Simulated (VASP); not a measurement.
# Sn (I4_1/amd) in VASP: a series of runs, part 2 of 2

VASP 6.6.1.

## (3) Single point, PBE

This run uses another cell than the first one, of 28.51 Å³/atom.

Contents of INCAR:

```
PREC = Accurate ; ENCUT = 520
EDIFF = 1E-6 ; ISMEAR = 0
SIGMA = 0.05 ; LREAL = False
LASPH = True ; NELM = 100
ALGO = Normal ; ISIF = 2
LWAVE = False ; LCHARG = True
GGA = PE ; LELF = True
LVHAR = True ; NBANDS = 21
```

Contents of KPOINTS:

```
regular mesh
0
Gamma
  8 8 8
```

Contents of POSCAR:

```
Sn
1.0
   -2.9450699455      2.9450699455      1.6435433901
    2.9450699455     -2.9450699455      1.6435433901
    2.9450699455      2.9450699455     -1.6435433901
Sn
2
Direct
    0.7500000000      0.2500000000      0.5000000000
    0.0000000000      0.0000000000      0.0000000000
```

Potentials or basis: VASP PAW PBE potentials, release 64 (Sn_d).

Run with:

```sh
$ cat potpaw_PBE.64/Sn_d/POTCAR > POTCAR
$ mpirun -np 1 vasp_std > vasp.out
```

OUTCAR:

```text
PREC = Accurate
   ENCUT = 520
   EDIFF = 1E-6
   ISMEAR = 0
   LREAL = False
   LASPH = True
   NELM = 100
   ISIF = 2
   GGA = PE

 ion  position               nearest neighbor table
   1  0.750  0.250  0.500-   2 3.06   2 3.06   2 3.06   2 3.06
   2  0.000  0.000  0.000-   1 3.06   1 3.06   1 3.06   1 3.06

  LATTYP: Found a body centered tetragonal cell.
 ALAT       =     5.8901398910
 C/A-ratio  =     0.5580659952

  Lattice vectors:

 A1 = (  -2.9450699455,   2.9450699455,   1.6435433901)
 A2 = (   2.9450699455,  -2.9450699455,   1.6435433901)
 A3 = (   2.9450699455,   2.9450699455,  -1.6435433901)

Analysis of symmetry for initial positions (statically):
=====================================================================
 Subroutine PRICEL returns:
 Original cell was already a primitive cell.

 Routine SETGRP: Setting up the symmetry group for a
 body centered tetragonal supercell.

 Subroutine GETGRP returns: Found 16 space group operations
 (whereof  8 operations were pure point group operations)
 out of a pool of 16 trial point group operations.

The static configuration has the point symmetry D_2d.
 The point group associated with its full space group is D_4h.

Analysis of symmetry for dynamics (positions and initial velocities):
=====================================================================
 Subroutine PRICEL returns:
 Original cell was already a primitive cell.

 Routine SETGRP: Setting up the symmetry group for a
 body centered tetragonal supercell.

 Subroutine GETGRP returns: Found 16 space group operations
 (whereof  8 operations were pure point group operations)
 out of a pool of 16 trial point group operations.

The dynamic configuration has the point symmetry D_2d.
 The point group associated with its full space group is D_4h.

 Subroutine INISYM returns: Found 16 space group operations
[... 106 lines left out ...]
   TEBEG  =    0.0;   TEEND  =   0.0 temperature during run
   PSTRESS=    0.0 pullay stress
   NELECT =      28.0000    total number of electrons
   NUPDOWN=      -1.0000    fix difference up-down
   EMIN   =  10.00;   EMAX   =-10.00  energy-range for DOS
   EFERMI =   0.00;   METHOD = LEGACY
   ISMEAR =     0;   SIGMA  =   0.05  broadening in eV -4-tet -1-fermi 0-gaus
   EFERMI_NEDOS =   21; number of points for ismear=-14 and -15
   IALGO  =     38    algorithm
   IMIX   =      4    mixing-type and parameters
     AMIX     =   0.40;   BMIX     =  1.00
     AMIX_MAG =   1.60;   BMIX_MAG =  1.00
  volume/ion in A,a.u.               =      28.51       192.40
  Fermi-wavevector in a.u.,A,eV,Ry     =   1.291566  2.440706 22.696471  1.668144
  Thomas-Fermi vector in A             =   2.423328
   LORBIT       =      0    0 simple, 1 ext, 2 COOP (PROOUT), +10 PAW based schemes
   GGA     = PE    functional components
   LHFCALC =     F    Hartree Fock is set to
   AEXX    =    0.0000 exact exchange contribution
   IVDW    =     0    specifies the selected vdW correction
   LEPSILON=     F    determine dielectric tensor
   LRPA    =     F    only Hartree local field effects (RPA)
 non-spin polarized calculation
 Gauss-broadening in eV      SIGMA  =   0.05
  energy-cutoff  :      520.00
  volume of cell :       57.02
 maximum number of plane-waves:      1556
 NGX is ok and might be reduce to    36
   NGX = 17   NGY = 17   NGZ = 17

 number of electron      27.9999994 magnetization

 Free energy of the ion-electron system (eV)
  ---------------------------------------------------
  ext. energy  EPLUGINS =         0.00000000
  ---------------------------------------------------
  free energy    TOTEN  =        -7.60217836 eV

  energy without entropy =       -7.60083661  energy(sigma->0) =       -7.60150749

 E-fermi :   7.3869     XC(G=0): -10.0743

 val. band max:        7.2339846249   @ k =   0.3750   0.3750   0.0000
 cond. band min:       7.4001977400   @ k =  -0.3750   0.1250   0.0000
 fundamental gap:      0.1662131152
 Fermi energy:         7.3868529329

 k-point     1 :       0.0000    0.0000    0.0000
  band No.  band energies     occupation
      1     -14.2224      2.00000
      2     -14.1261      2.00000
      3     -14.1070      2.00000
      4     -14.0757      2.00000
      5     -13.9729      2.00000
      6     -13.9729      2.00000
[... 565 lines left out ...]
     20      15.4059      0.00000
     21      15.5440      0.00000

 [... further k-points ...]
[... 5 lines left out ...]
  --------------------------------------------------------------------------------------
  -------------------------------------------------------------------------------------
  Total       -0.1077410     -0.1077410      0.0486458      0.0000000      0.0000000      0.0000000
  in kB       -3.0273251     -3.0273251      1.3668588      0.0000000      0.0000000      0.0000000
  external PRESSURE =      -1.5625971 kB  Pullay stress =       0.0000000 kB

 VOLUME and BASIS-vectors are now :
 -----------------------------------------------------------------------------
  energy-cutoff  :      520.00
  volume of cell :       57.02
      direct lattice vectors                 reciprocal lattice vectors
    -2.945069945  2.945069945  1.643543390     0.000000000  0.169775255  0.304220748
     2.945069945 -2.945069945  1.643543390     0.169775255  0.000000000  0.304220748
     2.945069945  2.945069945 -1.643543390     0.169775255  0.169775255  0.000000000

 POSITION                                       TOTAL-FORCE (eV/Angst)
 -----------------------------------------------------------------------------------
      0.00000      2.94507      0.82177        -0.000000      0.000000      0.000000
      0.00000      0.00000      0.00000         0.000000     -0.000000     -0.000000
 -----------------------------------------------------------------------------------
    total drift:                               -0.000000      0.000000     -0.000000

  FREE ENERGIE OF THE ION-ELECTRON SYSTEM (eV)
  ---------------------------------------------------
  free  energy   TOTEN  =        -7.6021783639 eV

  energy  without entropy=       -7.6008366125  energy(sigma->0) =       -7.60150749
```

stdout:

```text
POSCAR found type information on POSCAR Sn
 POSCAR found :  1 types and       2 ions
 scaLAPACK will be used
 LDA part: xc-table for (Slater+PW92), standard interpolation
 POSCAR, INCAR and KPOINTS ok, starting setup
 FFT: planning ... GRIDC
 FFT: planning ... GRID_SOFT
 FFT: planning ... GRID
 WAVECAR not read
 entering main loop
```

It took 30 s on 1 thread of Intel Xeon 6975P-C (Granite Rapids), shared host; peak memory 0.22 GiB.

What came out:

```
Free energy            : -7.6022 eV
Pressure               : -0.2 GPa
Band gap on the k mesh : zero (bands 14 and 15 overlap by 3.55 eV)
```

Levels at points of the mesh, in eV from the Fermi level:
```csv
k point,band 12,band 13,band 14,band 15,band 16,band 17
"(0.00, 0.00, 0.00)",-3.55,-1.77,-1.77,3.12,6.15,6.15
"(0.50, 0.00, 0.00)",-5.34,-2.30,-1.51,-1.16,2.25,2.76
"(0.50, 0.50, 0.00)",-8.60,0.70,0.70,1.66,1.66,5.45
"(0.50, 0.50, 0.50)",-7.33,-4.52,-4.52,4.45,4.45,9.19
```

Caveat: spin-orbit coupling is left out, which moves the levels of the heavy elements.

## (4) Relaxation of cell and atoms, PBE

This run uses another cell than the first one, of 27.05 Å³/atom.

Contents of INCAR:

```
PREC     = Accurate       # precision mode
ENCUT    = 600            # plane-wave cutoff, eV
EDIFF    = 1E-6           # SCF threshold, eV
ISMEAR   = 0              # smearing method
SIGMA    = 0.05           # smearing width, eV
LREAL    = F              # projectors in reciprocal space
LASPH    = T              # aspherical terms in the spheres
NELM     = 100            # most SCF steps
ALGO     = Normal         # electronic algorithm
ISIF     = 3              # what is computed and relaxed
LWAVE    = F              # write WAVECAR
LCHARG   = F              # write CHGCAR
GGA      = PE             # functional
IBRION   = 2              # ionic algorithm
NSW      = 80             # ionic steps
EDIFFG   = -0.03          # ionic threshold
```

Contents of KPOINTS:

```
Automatic mesh
0
Gamma
  8 8 8
```

Contents of POSCAR:

```
Sn
1.0
   -2.9159000000      2.9159000000      1.5909500000
    2.9159000000     -2.9159000000      1.5909500000
    2.9159000000      2.9159000000     -1.5909500000
Sn
2
Direct
    0.7500000000      0.2500000000      0.5000000000
    0.0000000000      0.0000000000      0.0000000000
```

Run with:

```sh
$ cat potpaw_PBE.64/Sn_d/POTCAR > POTCAR
$ mpirun -np 1 vasp_std > vasp.out
```

Wall time 1.9 min (1 thread of Intel Xeon 6975P-C (Granite Rapids), shared host); peak memory 0.25 GiB.

The run converged. Its results:

```yaml
Free_energy: -7.6021 eV
Relaxed_volume: 28.46 Å³/atom
Relaxed_cell: a = 4.470 Å, b = 4.470 Å, c = 4.470 Å, α = 97.82°, β = 97.82°, γ = 136.71°
Space_group_after_relaxing_to_0.1_Å: I4_1/amd (No. 141)
Energy_gained_by_relaxing: 13.3 meV/atom
Ionic_steps: 6
Pressure_after_relaxing: -0.1 GPa
Band_gap_on_the_k_mesh: zero (bands 14 and 15 overlap by 3.57 eV)
```

Step by step:
```
step  energy change (eV)  largest force (eV/Å)  pressure (GPa)  volume (Å³)
   1              0.0000                0.0000            2.56        54.11
   2             -0.0234                0.0000           -0.60        57.56
   3             -0.0243                0.0000           -0.11        56.99
   4             -0.0243                0.0000           -0.19        57.05
   5             -0.0260                0.0000           -0.18        56.97
   6             -0.0266                0.0000           -0.05        56.91
```

Final structure:
```
Sn
1.0
    -2.93777    2.93777    1.64852
     2.93777   -2.93777    1.64852
     2.93777    2.93777   -1.64852
Sn
2
Direct
  0.75000 0.25000 0.50000
  0.00000 0.00000 0.00000
```

Levels at points of the mesh, in eV from the Fermi level:
```
           k point  band 12  band 13  band 14  band 15  band 16  band 17
(0.00, 0.00, 0.00)    -3.47    -1.74    -1.74     3.16     6.12     6.22
(0.50, 0.00, 0.00)    -5.35    -2.27    -1.48    -1.17     2.27     2.79
(0.50, 0.50, 0.00)    -8.58     0.74     0.74     1.73     1.73     5.41
(0.50, 0.50, 0.50)    -7.29    -4.51    -4.51     4.39     4.39     9.30
```

Caveat: spin-orbit coupling is left out, which moves the levels of the heavy elements.

## (5) The runs side by side

| task | level | cell | k mesh | cutoff (eV) | gap on the mesh (eV) | pressure (GPa) |
| --- | --- | --- | --- | --- | --- | --- |
| single point | r2SCAN | a = 4.439 Å, angles 97.6, 97.6, 137.5°, 2 atoms | 14 × 14 × 14 | 520 | none | 0.0 |
| single point | PBE | a = 4.478 Å, angles 97.7, 97.7, 136.9°, 2 atoms | 8 × 8 × 8 | 520 | none | -0.2 |
| relaxation of cell and atoms | PBE | relaxed from a = 4.420 Å, angles 97.4, 97.4, 137.8°, 2 atoms | 8 × 8 × 8 | 600 | none | -0.1 |

Alike in all rows: potentials or basis VASP PAW PBE potentials, release 64 (Sn_d); no spin polarisation; smearing gaussian 0.05 eV.

Caveats: spin-orbit coupling is left out, which moves the levels of the heavy elements; the PAW data sets were made with another functional, which shifts forces and pressure a little (at least some runs).

Absolute energies hang on the potentials; compare differences alone.

The gap in the log of VASP goes by the Fermi energy; the results here count the filled bands.